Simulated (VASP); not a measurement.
# Nb (Fm-3m) in VASP: settings compared

Aim: see how the results for Nb move with the level of theory and the settings. Levels: PBEsol-based global hybrid with 25 % exact exchange, r2SCAN, PBEsol. Tasks: single point.

All numbers are computed with VASP 6.6.1; they aren't measurements. Logs are shortened: lines on timing, memory, paths and dates and some standing lists are left out, and cuts for length are marked.

### 1 The cell of the first run

The structure is cubic, space group Fm-3m (No. 225). The conventional cell has a = 4.230 Å, b = 4.230 Å, c = 4.230 Å, α = 90.00°, β = 90.00°, γ = 90.00°. Nb (site symmetry m-3m) has 12 Nb at 2.99 Å within 3.9 Å.

This isn't the form of Nb at room conditions, which is bcc.

### 2 Single point, PBEsol-based global hybrid with 25 % exact exchange

POSCAR reads:

```
Nb
1.0
    0.0000000000      2.1150000000      2.1150000000
    2.1150000000      0.0000000000      2.1150000000
    2.1150000000      2.1150000000      0.0000000000
Nb
1
Direct
    0.0000000000      0.0000000000      0.0000000000
```

INCAR.step1 reads:

```
  PREC = Accurate
  ENCUT = 400
  EDIFF = 1E-5
  ISMEAR = -1
  SIGMA = 0.05
  LREAL = F
  LASPH = T
  NELM = 120
  ALGO = Normal
  ISIF = 2
  LWAVE = T
  LCHARG = F
  GGA = PE
  NBANDS = 12
  GGA_COMPAT = F
```

INCAR.step2 reads:

```
  PREC = Accurate
  ENCUT = 400
  EDIFF = 1E-6
  ISMEAR = -1
  SIGMA = 0.05
  LREAL = F
  LASPH = T
  NELM = 120
  ALGO = Normal
  ISIF = 2
  LWAVE = F
  LCHARG = F
  GGA = PS
  LHFCALC = T
  AEXX = 0.25
  PRECFOCK = Normal
  ISTART = 1
  NBANDS = 12
  GGA_COMPAT = F
```

KPOINTS reads:

```
Automatic mesh
0
Gamma
  6 6 6
```

Potentials or basis: VASP PAW PBE potentials, release 64 (Nb_sv).

The run is started by

```bash
cat potpaw_PBE.64/Nb_sv/POTCAR > POTCAR
cp INCAR.step1 INCAR
mpirun -np 1 vasp_std > vasp.out
cp INCAR.step2 INCAR
mpirun -np 1 vasp_std > vasp.out
```

OUTCAR:

```text
PREC = Accurate
   ENCUT = 400
   EDIFF = 1E-6
   ISMEAR = -1
   LREAL = F
   LASPH = T
   NELM = 120
   ISIF = 2
   GGA = PS
   LHFCALC = T
   AEXX = 0.25
   PRECFOCK = Normal
   ISTART = 1

 ion  position               nearest neighbor table
   1  0.000  0.000  0.000-

  LATTYP: Found a face centered cubic cell.
 ALAT       =     4.2300000000

  Lattice vectors:

 A1 = (   0.0000000000,   2.1150000000,   2.1150000000)
 A2 = (   2.1150000000,   0.0000000000,   2.1150000000)
 A3 = (   2.1150000000,   2.1150000000,   0.0000000000)

Analysis of symmetry for initial positions (statically):
=====================================================================
 Subroutine PRICEL returns:
 Original cell was already a primitive cell.

 Routine SETGRP: Setting up the symmetry group for a
 face centered cubic supercell.

 Subroutine GETGRP returns: Found 48 space group operations
 (whereof 48 operations were pure point group operations)
 out of a pool of 48 trial point group operations.

The static configuration has the point symmetry O_h .

Analysis of symmetry for dynamics (positions and initial velocities):
=====================================================================
 Subroutine PRICEL returns:
 Original cell was already a primitive cell.

 Routine SETGRP: Setting up the symmetry group for a
 face centered cubic supercell.

 Subroutine GETGRP returns: Found 48 space group operations
 (whereof 48 operations were pure point group operations)
 out of a pool of 48 trial point group operations.

The dynamic configuration has the point symmetry O_h .

 Subroutine INISYM returns: Found 48 space group operations
 (whereof 48 operations are pure point group operations),
 and found     1 'primitive' translations

----------------------------------------------------------------------------------------

                                     Primitive cell

  volume of cell :      18.9217

  direct lattice vectors                    reciprocal lattice vectors
     0.000000000  2.115000000  2.115000000    -0.236406619  0.236406619  0.236406619
     2.115000000  0.000000000  2.115000000     0.236406619 -0.236406619  0.236406619
     2.115000000  2.115000000  0.000000000     0.236406619  0.236406619 -0.236406619

  length of vectors
     2.991061684  2.991061684  2.991061684     0.409468276  0.409468276  0.409468276

  position of ions in fractional coordinates (direct lattice)
     0.000000000  0.000000000  0.000000000

  ion indices of the primitive-cell ions
   primitive index   ion index
                 1           1

----------------------------------------------------------------------------------------

 KPOINTS: Automatic mesh

Automatic generation of k-mesh.
 Grid dimensions read from file:
 generate k-points for:    6    6    6

 Generating k-lattice:

  Cartesian coordinates                     Fractional coordinates (reciprocal lattice)
    -0.039401103  0.039401103  0.039401103     0.166666667  0.000000000  0.000000000
     0.039401103 -0.039401103  0.039401103     0.000000000  0.166666667  0.000000000
     0.039401103  0.039401103 -0.039401103     0.000000000  0.000000000  0.166666667

  Length of vectors
     0.068244713  0.068244713  0.068244713

  Shift w.r.t. Gamma in fractional coordinates (k-lattice)
     0.000000000  0.000000000  0.000000000

 Subroutine IBZKPT returns following result:
 ===========================================

 Found     16 irreducible k-points:

 Following reciprocal coordinates:
            Coordinates               Weight
  0.000000  0.000000  0.000000      1.000000
  0.166667  0.000000  0.000000      8.000000
  0.333333  0.000000  0.000000      8.000000
  0.500000  0.000000  0.000000      4.000000
  0.166667  0.166667  0.000000      6.000000
  0.333333  0.166667  0.000000     24.000000
[... 8 lines left out ...]
 -0.333333  0.333333  0.166667     24.000000
 -0.333333  0.500000  0.166667     12.000000
   k-points           NKPTS =     16   k-points in BZ     NKDIM =    216   number of bands    NBANDS=     12
   number of dos      NEDOS =    301   number of ions     NIONS =      1
   total plane-waves  NPLWV =   8000
   dimension x,y,z NGX =    20 NGY =   20 NGZ =   20
   dimension x,y,z NGXF=    40 NGYF=   40 NGZF=   40
   ions per type =               1
   NGX,Y,Z   is equivalent  to a cutoff of  11.12, 11.12, 11.12 a.u.
   NGXF,Y,Z  is equivalent  to a cutoff of  22.23, 22.23, 22.23 a.u.
 SYSTEM =  unknown system
   PREC   = accura    normal or accurate (medium, high low for compatibility)
   ISTART =      1    job   : 0-new  1-cont  2-samecut
   ICHARG =      0    charge: 1-file 2-atom 10-const
   ISPIN  =      1    spin polarized calculation?
   LNONCOLLINEAR =      F non collinear calculations
   LSORBIT =      F    spin-orbit coupling
   LASPH  =      T    aspherical Exc in radial PAW
   ENCUT  =  400.0 eV  29.40 Ry    5.42 a.u.   4.88  4.88  4.88*2*pi/ulx,y,z
   NELM   =    120;   NELMIN=  2; NELMDL=  0     # of ELM steps
   EDIFF  = 0.1E-05   stopping-criterion for ELM
   LREAL  =      F    real-space projection
   EDIFFG = 0.1E-04   stopping-criterion for IOM
   NSW    =      0    number of steps for IOM
   IBRION =     -1    ionic relax: 0-MD 1-quasi-New 2-CG
   NFREE  =      0    steps in history (QN), initial steepest desc. (CG)
   ISIF   =      2    stress and relaxation
   ISYM   =      3    0-nonsym 1-usesym 2-fastsym
   POTIM  = 0.5000    time-step for ionic-motion
   TEBEG  =    0.0;   TEEND  =   0.0 temperature during run
   PSTRESS=    0.0 pullay stress
   NELECT =      13.0000    total number of electrons
   NUPDOWN=      -1.0000    fix difference up-down
   EMIN   =  10.00;   EMAX   =-10.00  energy-range for DOS
   EFERMI =   0.00;   METHOD = LEGACY
   ISMEAR =    -1;   SIGMA  =   0.05  broadening in eV -4-tet -1-fermi 0-gaus
   EFERMI_NEDOS =   21; number of points for ismear=-14 and -15
   IALGO  =     38    algorithm
   IMIX   =      1    mixing-type and parameters
     AMIX     =   0.40;   BMIX     =  1.00
     AMIX_MAG =   1.60;   BMIX_MAG =  1.00
  volume/ion in A,a.u.               =      18.92       127.69
  Fermi-wavevector in a.u.,A,eV,Ry     =   1.444560  2.729823 28.392005  2.086754
  Thomas-Fermi vector in A             =   2.562841
   LORBIT       =      0    0 simple, 1 ext, 2 COOP (PROOUT), +10 PAW based schemes
   GGA     = PS    functional components
   LHFCALC =     T    Hartree Fock is set to
   PRECFOCK=normal    Normal, Fast or Accurate (Low or Medium for compatibility)
   ENCUT4O =  -1.0   cutoff for four orbital integrals eV
   NKREDX  =     1    reduce k-point grid by
   NKREDY  =     1    reduce k-point grid by
   NKREDZ  =     1    reduce k-point grid by
   AEXX    =    0.2500 exact exchange contribution
   HFSCREEN=    0.0000 screening length (either q_TF or 0.3 A-1)
   HFSCREENC=   0.0000 screening length for correlation (either q_TF or 0.3 A-1)
   ENCUTFOCK=  -1.0 apply spherical cutoff to Coloumb kernel
   IVDW    =     0    specifies the selected vdW correction
   LEPSILON=     F    determine dielectric tensor
   LRPA    =     F    only Hartree local field effects (RPA)
 non-spin polarized calculation
  energy-cutoff  :      400.00
  volume of cell :       18.92
 maximum number of plane-waves:       353
  NGX = 16; NGY = 16; NGZ = 16

 number of electron      13.0000000 magnetization

 Free energy of the ion-electron system (eV)
  ---------------------------------------------------
  ext. energy  EPLUGINS =         0.00000000
  ---------------------------------------------------
  free energy    TOTEN  =       -13.06691370 eV

  energy without entropy =      -13.06028568  energy(sigma->0) =      -13.06359969

 E-fermi :  10.7984     XC(G=0):  -9.7301

 val. band max:       10.5804184119   @ k =   0.3333   0.1667   0.0000
 cond. band min:      10.8614275908   @ k =   0.5000   0.1667   0.0000
 fundamental gap:      0.2810091789
 Fermi energy:        10.7984000231

 k-point     1 :       0.0000    0.0000    0.0000
  band No.  band energies     occupation
      1     -48.4545      2.00000
      2     -22.3686      2.00000
      3     -22.3686      2.00000
      4     -22.3686      2.00000
      5       2.9717      2.00000
      6      11.3822      0.00002
      7      11.3822      0.00002
      8      11.3822      0.00002
      9      14.5247      0.00000
     10      14.5247      0.00000
     11      23.4862      0.00000
     12      28.6232      0.00000

 k-point     2 :       0.1667    0.0000    0.0000
  band No.  band energies     occupation
      1     -48.4020      2.00000
      2     -22.7155      2.00000
      3     -22.4076      2.00000
      4     -22.4076      2.00000
      5       4.0473      2.00000
      6       9.8807      2.00000
      7      11.7908      0.00000
      8      11.7908      0.00000
      9      14.2160      0.00000
     10      14.2160      0.00000
     11      25.1159      0.00000
     12      26.2925      0.00000

 k-point     3 :       0.3333    0.0000    0.0000
  band No.  band energies     occupation
      1     -48.2952      2.00000
      2     -23.3766      2.00000
      3     -22.4858      2.00000
      4     -22.4858      2.00000
      5       5.6555      2.00000
      6       9.8537      2.00000
      7      11.5812      0.00000
      8      11.5812      0.00000
      9      15.2376      0.00000
     10      15.2376      0.00000
     11      23.0354      0.00000
     12      26.3366      0.00000
[... 166 lines left out ...]
 k-point    15 :      -0.3333    0.3333    0.1667
  band No.  band energies     occupation
      1     -48.1886      2.00000
      2     -23.3817      2.00000
      3     -23.0452      2.00000
      4     -22.7119      2.00000
      5       7.7983      2.00000
      6       7.9987      2.00000
      7       9.4662      2.00000
      8      13.3383      0.00000
      9      16.0729      0.00000
     10      20.3575      0.00000
     11      21.2665      0.00000
     12      25.9133      0.00000

 k-point    16 :      -0.3333    0.5000    0.1667
  band No.  band energies     occupation
      1     -48.1715      2.00000
      2     -23.4046      2.00000
      3     -23.0119      2.00000
      4     -22.8341      2.00000
      5       6.7028      2.00000
      6       7.5127      2.00000
      7      11.3141      0.00007
      8      14.3080      0.00000
      9      17.0264      0.00000
     10      20.3550      0.00000
     11      22.7586      0.00000
     12      22.8185      0.00000

------------------------ aborting loop because EDIFF is reached ----------------------------------------

  FORCE on cell =-STRESS in cart. coord.  units (eV):
  Direction    XX          YY          ZZ          XY          YZ          ZX
  --------------------------------------------------------------------------------------
  -------------------------------------------------------------------------------------
  Total       -1.1427023     -1.1427023     -1.1427023      0.0000000      0.0000000      0.0000000
  in kB      -96.7570361    -96.7570361    -96.7570361      0.0000000      0.0000000      0.0000000
  external PRESSURE =     -96.7570361 kB  Pullay stress =       0.0000000 kB

 VOLUME and BASIS-vectors are now :
 -----------------------------------------------------------------------------
  energy-cutoff  :      400.00
  volume of cell :       18.92
      direct lattice vectors                 reciprocal lattice vectors
     0.000000000  2.115000000  2.115000000    -0.236406619  0.236406619  0.236406619
     2.115000000  0.000000000  2.115000000     0.236406619 -0.236406619  0.236406619
     2.115000000  2.115000000  0.000000000     0.236406619  0.236406619 -0.236406619

 POSITION                                       TOTAL-FORCE (eV/Angst)
 -----------------------------------------------------------------------------------
      0.00000      0.00000      0.00000         0.000000     -0.000000     -0.000000
 -----------------------------------------------------------------------------------
    total drift:                                0.000000      0.000000      0.000000

  FREE ENERGIE OF THE ION-ELECTRON SYSTEM (eV)
  ---------------------------------------------------
  free  energy   TOTEN  =       -13.0669137039 eV

  energy  without entropy=      -13.0602856753  energy(sigma->0) =      -13.06359969
```

Wall time 17 min (1 thread of Intel Xeon 8259CL, shared host); peak memory 0.13 GiB.

What came out:

```yaml
Free_energy: -13.0669 eV
Pressure: -9.7 GPa
Band_gap_on_the_k_mesh: zero (an odd number of electrons rules out a gap without spin polarisation)
```

Levels at points of the mesh, in eV from the Fermi level:
```
           k point  band 4  band 5  band 6  band 7  band 8  band 9
(0.00, 0.00, 0.00)  -33.17   -7.83    0.58    0.58    0.58    3.73
(0.50, 0.00, 0.00)  -33.32   -5.05    0.43    0.43    1.24    5.67
(0.50, 0.50, 0.00)  -33.61   -5.18   -4.46    3.98    5.80    6.23
```

Caveat: the k points lie up to 0.43 Å⁻¹ apart, too coarse for converged energies and pressures of a metal; the PAW data sets were made with another functional, which shifts forces and pressure a little.

### 3 Single point, r2SCAN (20.06 Å³/atom)

This run uses another cell than the first one, of 20.06 Å³/atom.

POSCAR reads:

```
Nb
1.0
    0.0000000000      2.1564811194      2.1564811194
    2.1564811194      0.0000000000      2.1564811194
    2.1564811194      2.1564811194      0.0000000000
Nb
1
Direct
    0.0000000000      0.0000000000      0.0000000000
```

INCAR.step1 reads:

```
PREC = Accurate ; ENCUT = 550
ISMEAR = -1 ; SIGMA = 0.05
LREAL = False ; LASPH = True
NELM = 120 ; NBANDS = 12
GGA = PE ; ALGO = Normal
EDIFF = 1E-5 ; LWAVE = True
LCHARG = False ; GGA_COMPAT = False
```

INCAR.step2 reads:

```
PREC = Accurate ; ENCUT = 550
EDIFF = 1E-6 ; ISMEAR = -1
SIGMA = 0.05 ; LREAL = False
LASPH = True ; NELM = 120
ALGO = Normal ; ISIF = 2
LWAVE = False ; LCHARG = True
METAGGA = R2SCAN ; LMIXTAU = True
LELF = True ; LVHAR = True
NBANDS = 12 ; ISTART = 1
GGA_COMPAT = False
```

KPOINTS reads:

```
Automatic mesh
0
Gamma
  11 11 11
```

Potentials or basis: VASP PAW PBE potentials, release 64 (Nb_sv).

The run is started by

```bash
cat potpaw_PBE.64/Nb_sv/POTCAR > POTCAR
cp INCAR.step1 INCAR
mpirun -np 1 vasp_std > vasp.out
cp INCAR.step2 INCAR
mpirun -np 1 vasp_std > vasp.out
```

Wall time 22 s (1 thread of Intel Xeon 6975P-C (Granite Rapids), shared host); peak memory 0.15 GiB.

It converged, with:

| Item | Value |
| --- | --- |
| Free energy | -24.4647 eV |
| Pressure | -10.6 GPa |
| Band gap on the k mesh | zero (an odd number of electrons rules out a gap without spin polarisation) |

Levels at points of the mesh, in eV from the Fermi level:
```
           k point  band 2  band 3  band 4  band 5  band 6  band 7  band 8  band 9  band 10  band 11
(0.00, 0.00, 0.00)  -31.51  -31.51  -31.51   -6.48    0.13    0.13    0.13    2.73     2.73    12.13
```

Caveat: the cell stands under tension; the PAW data sets were made with another functional, which shifts forces and pressure a little.

### 4 Single point, PBEsol

INCAR reads:

```
SYSTEM = Nb
PREC     = Accurate       ! precision mode
ENCUT    = 500            ! plane-wave cutoff, eV
EDIFF    = 1E-6           ! SCF threshold, eV
ISMEAR   = -1             ! smearing method
SIGMA    = 0.1            ! smearing width, eV
LREAL    = .False.        ! projectors in reciprocal space
LASPH    = .True.         ! aspherical terms in the spheres
NELM     = 120            ! most SCF steps
ALGO     = Normal         ! electronic algorithm
ISIF     = 2              ! what is computed and relaxed
LWAVE    = .False.        ! write WAVECAR
LCHARG   = .True.         ! write CHGCAR
GGA      = PS             ! functional
LELF     = .True.         ! ELF
LVHAR    = .True.       
NBANDS   = 12             ! bands
GGA_COMPAT= .False.
```

KPOINTS reads:

```
Automatic mesh
0
Gamma
  11 11 11
  0 0 0
```

POSCAR reads:

```
Nb
1.0
    0.0000000000      2.1150000000      2.1150000000
    2.1150000000      0.0000000000      2.1150000000
    2.1150000000      2.1150000000      0.0000000000
Nb
1
Direct
    0.0000000000      0.0000000000      0.0000000000
```

The run is started by

```bash
cat potpaw_PBE.64/Nb_sv/POTCAR > POTCAR
mpirun -np 1 vasp_std > vasp.out
```

Run time: 4.6 s. Hardware: 1 thread of Intel Xeon 6975P-C (Granite Rapids), shared host; peak memory 0.14 GiB.

It converged, with:

```
Free energy            : -10.6124 eV
Pressure               : -7.4 GPa
Band gap on the k mesh : zero (an odd number of electrons rules out a gap without spin polarisation)
```

Levels at points of the mesh, in eV from the Fermi level:
| k point | band 3 | band 4 | band 5 | band 6 | band 7 | band 8 | band 9 | band 10 |
| --- | --- | --- | --- | --- | --- | --- | --- | --- |
| (0.00, 0.00, 0.00) | -30.14 | -30.14 | -6.26 | 0.09 | 0.09 | 0.09 | 2.66 | 2.66 |

Caveat: the cell stands under tension; the PAW data sets were made with another functional, which shifts forces and pressure a little.

### 5 Summary

```tsv
level	cell	k mesh	cutoff (eV)	smearing	grid for exact exchange (PRECFOCK)	share of exact exchange	gap on the mesh (eV)	pressure (GPa)
PBEsol-based global hybrid with 25 % exact exchange	a = 2.991 Å, angles 60.0°, 1 atom	6 × 6 × 6	400	fermi-dirac 0.05 eV	Normal	0.25	none	-9.7
r2SCAN	a = 3.050 Å, angles 60.0°, 1 atom	11 × 11 × 11	550	fermi-dirac 0.05 eV	-	-	none	-10.6
PBEsol	a = 2.991 Å, angles 60.0°, 1 atom	11 × 11 × 11	500	fermi-dirac 0.1 eV	-	-	none	-7.4
```

Alike in all rows: task single point; potentials or basis VASP PAW PBE potentials, release 64 (Nb_sv); no spin polarisation.

Caveats: some runs use coarse meshes; the PAW data sets were made with another functional, which shifts forces and pressure a little; the cell stands under tension (at least some runs).

Absolute energies hang on the potentials; compare differences alone.
